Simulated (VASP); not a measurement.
Here is a VASP 6.6.1 calculation.

Contents of POSCAR:

```
Si
1.0
    0.0000000000      2.7207124048      2.7207124048
    2.7207124048      0.0000000000      2.7207124048
    2.7207124048      2.7207124048      0.0000000000
Si
2
Direct
    0.0000000000      0.0000000000      0.0000000000
    0.2500000000      0.2500000000      0.2500000000
```

The input INCAR.step1:

```
PREC = Accurate ; ENCUT = 520
EDIFF = 1E-5 ; ISMEAR = -1
SIGMA = 0.02 ; LREAL = False
LASPH = True ; NELM = 80
ALGO = Normal ; ISIF = 2
LWAVE = True ; LCHARG = False
GGA = PE ; NBANDS = 11
```

File INCAR.step2:

```
PREC = Accurate ; ENCUT = 520
EDIFF = 1E-7 ; ISMEAR = -1
SIGMA = 0.02 ; LREAL = False
LASPH = True ; NELM = 80
ALGO = Normal ; ISIF = 2
LWAVE = False ; LCHARG = False
GGA = PE ; LHFCALC = True
HFSCREEN = 0.2079 ; PRECFOCK = Normal
ISTART = 1 ; NBANDS = 11
```

Contents of KPOINTS:

```
regular mesh
0
Gamma
  6 6 6
```

Potentials or basis: VASP PAW PBE potentials, release 64 (Si).

The run is started by

```bash
$ cat potpaw_PBE.64/Si/POTCAR > POTCAR
$ cp INCAR.step1 INCAR
$ mpirun -np 1 vasp_std > vasp.out
$ cp INCAR.step2 INCAR
$ mpirun -np 1 vasp_std > vasp.out
```

Q: What does it give for the band gap on the k mesh?

A: 1.30 eV (least direct gap 3.32 eV).

Q: Predict the pressure.

A: -0.4 GPa.

Caveat: the PAW data sets were made with another functional, which shifts forces and pressure a little. A k mesh can miss the band edges.
